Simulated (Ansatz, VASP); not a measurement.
## Two plane-wave programs on NiPt4

```
Ni Pt
1.0
     2.74565    0.00000    0.00000
    -1.37282    2.37780    0.00000
     0.00000    0.00000   22.79909
Ni Pt
2 8
Direct
  0.33333 0.66667 0.75000
  0.66667 0.33333 0.25000
  0.33333 0.66667 0.94761
  0.33333 0.66667 0.15792
  0.33333 0.66667 0.34208
  0.33333 0.66667 0.55239
  0.66667 0.33333 0.05239
  0.66667 0.33333 0.44761
  0.66667 0.33333 0.65792
  0.66667 0.33333 0.84208
```

Alike in both runs: functional PBE; k mesh 6 × 6 × 1; occupations gaussian, width 0.1 eV; collinear spin.

Ansatz relaxed the structure, and its values are those at the end. VASP's run is a single point on that final structure, the one shown.

|  | VASP | Ansatz |
| --- | --- | --- |
| version | VASP 6.6.1 | Ansatz 0.2.0 |
| potentials or method | VASP PAW PBE potentials, release 64 (Ni, Pt), cutoff 520 eV | scalar-relativistic, plane waves, PAW |
| valence electrons in the cell | 100 | 180 |

|  | VASP | Ansatz | Ansatz less VASP |
| --- | --- | --- | --- |
| gap on the k mesh at the Fermi level (eV) | none | none | - |
| pressure (GPa) | -0.4 | 0.0 | +0.42 |
| rms of the force components (eV/Å) | 0.002 | 0.004 | +0.0028 |
| net moment per atom (μB) | 0.27 | 0.27 | +0.003 |
| size of the moment on the site where the two differ most (μB) | 0.86 | 0.89 | +0.031 |

Site moments also hang on the region over which each program counts them. A gap of «none» marks a metal or a gap that the smearing closes. VASP's potentials hold 100 valence electrons a cell and Ansatz's 180, so a difference there can come from the potentials and not from the codes.

The k mesh is coarse, so the values compare programs but aren't converged. Spin-orbit coupling is off throughout.
